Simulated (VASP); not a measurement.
# AlN (P6_3mc) in VASP: further runs

AlN is run at these levels: PBEsol; tasks: single point, relaxation of cell and atoms.

Program: VASP 6.6.1. These are calculated values, not measurements. Logs are shortened: lines on timing, memory, paths and dates and some standing lists are left out, and cuts for length are marked.

**Experimental background.**

From “Structural and optical properties of self-assembled AlN nanowires grown on SiO2/Si substrates by molecular beam epitaxy”, 2024, arxiv:2402.00216, for a bulk crystal of AlN at 0 K: band gap 6.0343 eV (an exciton energy, a little under the gap).

The runs below are set against these values where they give the same quantity.

## Step 1: The cell of the first run

Symmetry: P6_3mc, No. 186, hexagonal system. The conventional cell has a = 3.090 Å, b = 3.090 Å, c = 4.937 Å, α = 90.00°, β = 90.00°, γ = 120.00°. Al (site symmetry 3m) has 4 N at 1.88 to 1.89 Å within 2.5 Å. Within 2.5 Å of N (site symmetry 3m) lie 4 Al at 1.88 to 1.89 Å.

## Step 2: Single point, PBEsol

Contents of INCAR:

```
PREC = Accurate
ENCUT = 520
EDIFF = 1E-6
ISMEAR = -1
SIGMA = 0.05
LREAL = F
LASPH = T
NELM = 100
ALGO = Normal
ISIF = 2
LWAVE = F
LCHARG = F
GGA = PS
NBANDS = 16
```

Contents of KPOINTS:

```
Automatic mesh
0
Gamma
  10 10 6
```

Contents of POSCAR:

```
AlN
1.0
    3.0902260864      0.0000000000      0.0000000000
   -1.5451130432      2.6762142943      0.0000000000
    0.0000000000      0.0000000000      4.9372131009
Al N
2 2
Direct
    0.6666666667      0.3333333333      0.4987682624
    0.3333333333      0.6666666667     -0.0012317376
    0.6666666667      0.3333333333      0.8812317376
    0.3333333333      0.6666666667      0.3812317376
```

Potentials or basis: VASP PAW PBE potentials, release 64 (Al, N).

The run is started by

```bash
$ cat potpaw_PBE.64/Al/POTCAR potpaw_PBE.64/N/POTCAR > POTCAR
$ mpirun -np 1 vasp_std > vasp.out
```

OUTCAR:

```text
PREC = Accurate
   ENCUT = 520
   EDIFF = 1E-6
   ISMEAR = -1
   LREAL = F
   LASPH = T
   NELM = 100
   ISIF = 2
   GGA = PS

 ion  position               nearest neighbor table
   1  0.667  0.333  0.499-   4 1.88   4 1.88   4 1.88   3 1.89   2 3.05   2 3.05   2 3.05   2 3.05
                             2 3.05   2 3.05
   2  0.333  0.667  0.999-   3 1.88   3 1.88   3 1.88   4 1.89   1 3.05   1 3.05   1 3.05   1 3.05
                             1 3.05   1 3.05
   3  0.667  0.333  0.881-   2 1.88   2 1.88   2 1.88   1 1.89
   4  0.333  0.667  0.381-   1 1.88   1 1.88   1 1.88   2 1.89

  LATTYP: Found a hexagonal cell.
 ALAT       =     3.0902260864
 C/A-ratio  =     1.5976866944

  Lattice vectors:

 A1 = (   3.0902260864,   0.0000000000,   0.0000000000)
 A2 = (  -1.5451130432,   2.6762142943,   0.0000000000)
 A3 = (   0.0000000000,   0.0000000000,   4.9372131009)

Analysis of symmetry for initial positions (statically):
=====================================================================
 Subroutine PRICEL returns:
 Original cell was already a primitive cell.

 Routine SETGRP: Setting up the symmetry group for a
 hexagonal supercell.

 Subroutine GETGRP returns: Found 12 space group operations
 (whereof  6 operations were pure point group operations)
 out of a pool of 24 trial point group operations.

The static configuration has the point symmetry C_3v.
 The point group associated with its full space group is C_6v.

Analysis of symmetry for dynamics (positions and initial velocities):
=====================================================================
 Subroutine PRICEL returns:
 Original cell was already a primitive cell.

 Routine SETGRP: Setting up the symmetry group for a
 hexagonal supercell.

 Subroutine GETGRP returns: Found 12 space group operations
 (whereof  6 operations were pure point group operations)
 out of a pool of 24 trial point group operations.

The dynamic configuration has the point symmetry C_3v.
 The point group associated with its full space group is C_6v.

 Subroutine INISYM returns: Found 12 space group operations
 (whereof  6 operations are pure point group operations),
 and found     1 'primitive' translations

----------------------------------------------------------------------------------------

                                     Primitive cell

  volume of cell :      40.8313

  direct lattice vectors                    reciprocal lattice vectors
     3.090226086  0.000000000  0.000000000     0.323600919  0.186831077  0.000000000
    -1.545113043  2.676214294  0.000000000     0.000000000  0.373662155  0.000000000
     0.000000000  0.000000000  4.937213101     0.000000000  0.000000000  0.202543415

  length of vectors
     3.090226086  3.090226086  4.937213101     0.373662155  0.373662155  0.202543415

  position of ions in fractional coordinates (direct lattice)
     0.666666667  0.333333333  0.498768262
     0.333333333  0.666666667  0.998768262
     0.666666667  0.333333333  0.881231738
     0.333333333  0.666666667  0.381231738

  ion indices of the primitive-cell ions
   primitive index   ion index
                 1           1
                 2           2
                 3           3
                 4           4

----------------------------------------------------------------------------------------

 KPOINTS: Automatic mesh

Automatic generation of k-mesh.
 Grid dimensions read from file:
 generate k-points for:   10   10    6

 Generating k-lattice:

  Cartesian coordinates                     Fractional coordinates (reciprocal lattice)
     0.032360092  0.018683108  0.000000000     0.100000000 -0.000000000  0.000000000
     0.000000000  0.037366215  0.000000000     0.000000000  0.100000000  0.000000000
     0.000000000  0.000000000  0.033757236     0.000000000  0.000000000  0.166666667

  Length of vectors
     0.037366215  0.037366215  0.033757236

  Shift w.r.t. Gamma in fractional coordinates (k-lattice)
     0.000000000  0.000000000  0.000000000

 Subroutine IBZKPT returns following result:
 ===========================================

 Found     56 irreducible k-points:

 Following reciprocal coordinates:
            Coordinates               Weight
  0.000000  0.000000  0.000000      1.000000
  0.100000  0.000000  0.000000      6.000000
  0.200000  0.000000  0.000000      6.000000
  0.300000  0.000000  0.000000      6.000000
  0.400000  0.000000  0.000000      6.000000
  0.500000  0.000000  0.000000      3.000000
[... 16 lines left out ...]
  0.300000  0.100000  0.166667     24.000000
  0.400000  0.100000  0.166667     24.000000
 [... further k-points ...]
   k-points           NKPTS =     56   k-points in BZ     NKDIM =     56   number of bands    NBANDS=     16
   number of dos      NEDOS =    301   number of ions     NIONS =      4
   total plane-waves  NPLWV =  23040
   dimension x,y,z NGX =    24 NGY =   24 NGZ =   40
   dimension x,y,z NGXF=    48 NGYF=   48 NGZF=   80
   ions per type =               2   2
   NGX,Y,Z   is equivalent  to a cutoff of  12.91, 12.91, 13.47 a.u.
   NGXF,Y,Z  is equivalent  to a cutoff of  25.82, 25.82, 26.94 a.u.
 SYSTEM =  unknown system
   PREC   = accura    normal or accurate (medium, high low for compatibility)
   ISTART =      0    job   : 0-new  1-cont  2-samecut
   ICHARG =      2    charge: 1-file 2-atom 10-const
   ISPIN  =      1    spin polarized calculation?
   LNONCOLLINEAR =      F non collinear calculations
   LSORBIT =      F    spin-orbit coupling
   LASPH  =      T    aspherical Exc in radial PAW
   ENCUT  =  520.0 eV  38.22 Ry    6.18 a.u.   5.75  5.75  9.18*2*pi/ulx,y,z
   NELM   =    100;   NELMIN=  2; NELMDL= -5     # of ELM steps
   EDIFF  = 0.1E-05   stopping-criterion for ELM
   LREAL  =      F    real-space projection
   EDIFFG = 0.1E-04   stopping-criterion for IOM
   NSW    =      0    number of steps for IOM
   IBRION =     -1    ionic relax: 0-MD 1-quasi-New 2-CG
   NFREE  =      0    steps in history (QN), initial steepest desc. (CG)
   ISIF   =      2    stress and relaxation
   ISYM   =      2    0-nonsym 1-usesym 2-fastsym
   POTIM  = 0.5000    time-step for ionic-motion
   TEBEG  =    0.0;   TEEND  =   0.0 temperature during run
   PSTRESS=    0.0 pullay stress
   NELECT =      16.0000    total number of electrons
   NUPDOWN=      -1.0000    fix difference up-down
   EMIN   =  10.00;   EMAX   =-10.00  energy-range for DOS
   EFERMI =   0.00;   METHOD = LEGACY
   ISMEAR =    -1;   SIGMA  =   0.05  broadening in eV -4-tet -1-fermi 0-gaus
   EFERMI_NEDOS =   21; number of points for ismear=-14 and -15
   IALGO  =     38    algorithm
   IMIX   =      4    mixing-type and parameters
     AMIX     =   0.40;   BMIX     =  1.00
     AMIX_MAG =   1.60;   BMIX_MAG =  1.00
  volume/ion in A,a.u.               =      10.21        68.89
  Fermi-wavevector in a.u.,A,eV,Ry     =   1.197983  2.263859 19.526567  1.435162
  Thomas-Fermi vector in A             =   2.333883
   LORBIT       =      0    0 simple, 1 ext, 2 COOP (PROOUT), +10 PAW based schemes
   GGA     = PS    functional components
   LHFCALC =     F    Hartree Fock is set to
   AEXX    =    0.0000 exact exchange contribution
   IVDW    =     0    specifies the selected vdW correction
   LEPSILON=     F    determine dielectric tensor
   LRPA    =     F    only Hartree local field effects (RPA)
 non-spin polarized calculation
  energy-cutoff  :      520.00
  volume of cell :       40.83
 maximum number of plane-waves:      1124
 NGX is ok and might be reduce to    24
   NGX = 11   NGY = 11   NGZ = 19

 number of electron      15.9999996 magnetization

 Free energy of the ion-electron system (eV)
  ---------------------------------------------------
  ext. energy  EPLUGINS =         0.00000000
  ---------------------------------------------------
  free energy    TOTEN  =       -31.29591159 eV

  energy without entropy =      -31.29591159  energy(sigma->0) =      -31.29591159

 E-fermi :   7.3215     XC(G=0): -11.2069

 val. band max:        6.3031202007   @ k =   0.0000   0.0000   0.0000
 cond. band min:      10.6179992285   @ k =   0.0000   0.0000   0.0000
 fundamental gap:      4.3148790278
 Fermi energy:         7.3214565141

 k-point     1 :       0.0000    0.0000    0.0000
  band No.  band energies     occupation
      1      -9.0223      2.00000
      2      -6.7573      2.00000
      3       0.1338      2.00000
      4       5.3896      2.00000
      5       5.3896      2.00000
      6       6.0544      2.00000
[... 8 lines left out ...]
     15      19.5317      0.00000
     16      19.5601      0.00000

 k-point     2 :       0.1000    0.0000    0.0000
  band No.  band energies     occupation
      1      -8.8905      2.00000
      2      -6.6827      2.00000
      3       0.2887      2.00000
      4       4.7964      2.00000
      5       5.2206      2.00000
      6       5.4857      2.00000
[... 8 lines left out ...]
     15      19.4671      0.00000
     16      19.5679      0.00000

 k-point     3 :       0.2000    0.0000    0.0000
  band No.  band energies     occupation
      1      -8.5111      2.00000
      2      -6.4879      2.00000
      3       0.7421      2.00000
      4       3.4594      2.00000
      5       4.3662      2.00000
      6       4.8558      2.00000
[... 8 lines left out ...]
     15      18.6586      0.00000
     16      19.0090      0.00000

 k-point     4 :       0.3000    0.0000    0.0000
  band No.  band energies     occupation
      1      -7.9414      2.00000
      2      -6.2681      2.00000
      3       1.4521      2.00000
      4       2.0689      2.00000
      5       3.2307      2.00000
      6       4.4856      2.00000
[... 8 lines left out ...]
     15      18.5190      0.00000
     16      20.3291      0.00000
[... 324 lines left out ...]
 k-point    22 :       0.2000    0.1000    0.1667
  band No.  band energies     occupation
      1      -8.0609      2.00000
      2      -6.4962      2.00000
      3       1.3006      2.00000
      4       2.9031      2.00000
      5       3.3784      2.00000
      6       4.5834      2.00000
[... 8 lines left out ...]
     15      18.8373      0.00000
     16      20.0939      0.00000

 k-point    23 :       0.3000    0.1000    0.1667
  band No.  band energies     occupation
      1      -7.4661      2.00000
      2      -6.2809      2.00000
      3       1.2538      2.00000
      4       2.1359      2.00000
      5       2.8980      2.00000
      6       4.0957      2.00000
[... 8 lines left out ...]
     15      18.8068      0.00000
     16      20.8399      0.00000

 k-point    24 :       0.4000    0.1000    0.1667
  band No.  band energies     occupation
      1      -6.9435      2.00000
      2      -6.2424      2.00000
      3       0.7323      2.00000
      4       1.7896      2.00000
      5       3.1362      2.00000
      6       3.9304      2.00000
[... 8 lines left out ...]
     15      18.9745      0.00000
     16      21.3535      0.00000

 [... further k-points ...]

------------------------ aborting loop because EDIFF is reached ----------------------------------------

  FORCE on cell =-STRESS in cart. coord.  units (eV):
  Direction    XX          YY          ZZ          XY          YZ          ZX
  --------------------------------------------------------------------------------------
  -------------------------------------------------------------------------------------
  Total        1.3058863      1.3058863      1.3096275      0.0000000      0.0000000      0.0000000
  in kB       51.2416313     51.2416313     51.3884316      0.0000000      0.0000000      0.0000000
  external PRESSURE =      51.2905647 kB  Pullay stress =       0.0000000 kB

 VOLUME and BASIS-vectors are now :
 -----------------------------------------------------------------------------
  energy-cutoff  :      520.00
  volume of cell :       40.83
      direct lattice vectors                 reciprocal lattice vectors
     3.090226086  0.000000000  0.000000000     0.323600919  0.186831077  0.000000000
    -1.545113043  2.676214294  0.000000000     0.000000000  0.373662155  0.000000000
     0.000000000  0.000000000  4.937213101     0.000000000  0.000000000  0.202543415

 POSITION                                       TOTAL-FORCE (eV/Angst)
 -----------------------------------------------------------------------------------
      1.54511      0.89207      2.46253         0.000000     -0.000000     -0.002801
     -0.00000      1.78414      4.93113        -0.000000      0.000000     -0.002801
      1.54511      0.89207      4.35083         0.000000      0.000000      0.002801
     -0.00000      1.78414      1.88222         0.000000     -0.000000      0.002801
 -----------------------------------------------------------------------------------
    total drift:                               -0.000000      0.000000     -0.000671

  FREE ENERGIE OF THE ION-ELECTRON SYSTEM (eV)
  ---------------------------------------------------
  free  energy   TOTEN  =       -31.2959115948 eV

  energy  without entropy=      -31.2959115948  energy(sigma->0) =      -31.29591159
```

Run time: 9.8 s. Hardware: 1 thread of Intel Xeon 6975P-C (Granite Rapids), shared host; peak memory 0.17 GiB.

What came out:

```yaml
Free_energy: -31.2959 eV
Pressure: 5.1 GPa
Band_gap_on_the_k_mesh: 4.31 eV, direct
```

Forces in eV/Å, atoms in the order of the input:
```
Al   0.000  0.000 -0.003
Al   0.000  0.000 -0.003
N    0.000  0.000  0.003
N    0.000  0.000  0.003
```

Caveat: the PAW data sets were made with another functional, which shifts forces and pressure a little. A k mesh can miss the band edges.

## Step 3: Single point, PBEsol

This run uses another cell than the first one, of 10.45 Å³/atom, 1.024 times its volume.

Contents of INCAR:

```
PREC = Accurate ; ENCUT = 520
EDIFF = 1E-6 ; ISMEAR = -1
SIGMA = 0.05 ; LREAL = F
LASPH = T ; NELM = 100
ALGO = Normal ; ISIF = 2
LWAVE = F ; LCHARG = F
GGA = PS ; NBANDS = 16
```

KPOINTS is that of step 2.

Contents of POSCAR:

```
AlN
1.0
    3.1130802435      0.0000000000      0.0000000000
   -1.5565401218      2.6960065749      0.0000000000
    0.0000000000      0.0000000000      4.9825389603
Al N
2 2
Direct
    0.6666666667      0.3333333333      0.4990111028
    0.3333333333      0.6666666667     -0.0009888972
    0.6666666667      0.3333333333      0.8809888972
    0.3333333333      0.6666666667      0.3809888972
```

Potentials or basis: VASP PAW PBE potentials, release 64 (Al, N).

The run is started by

```bash
$ cat potpaw_PBE.64/Al/POTCAR potpaw_PBE.64/N/POTCAR > POTCAR
$ mpirun -np 1 vasp_std > vasp.out
```

It took 9.9 s on 1 thread of Intel Xeon 6975P-C (Granite Rapids), shared host; peak memory 0.16 GiB.

It converged, with:

* Free energy: -31.3124 eV
* Pressure: 0.1 GPa
* Band gap on the k mesh: 4.12 eV, direct

Levels at points of the mesh, in eV from the valence-band top:
| k point | band 4 | band 5 | band 6 | band 7 | band 8 | band 9 | band 10 | band 11 | band 12 | band 13 |
| --- | --- | --- | --- | --- | --- | --- | --- | --- | --- | --- |
| (0.00, 0.00, 0.00) | -0.88 | -0.88 | -0.22 | -0.22 | 0.00 | 4.12 | 6.55 | 10.50 | 11.02 | 11.02 |
| (0.50, 0.00, 0.00) | -4.20 | -3.38 | -2.12 | -1.81 | -0.70 | 5.67 | 5.67 | 8.07 | 10.16 | 10.78 |
| (0.00, 0.00, 0.50) | -3.36 | -0.56 | -0.56 | -0.56 | -0.56 | 6.37 | 6.37 | 10.20 | 10.20 | 11.34 |
| (0.50, 0.00, 0.50) | -5.66 | -1.49 | -1.49 | -1.38 | -1.38 | 5.17 | 5.17 | 9.12 | 9.12 | 11.72 |

Caveat: the PAW data sets were made with another functional, which shifts forces and pressure a little.

[end of part 1 of 2]
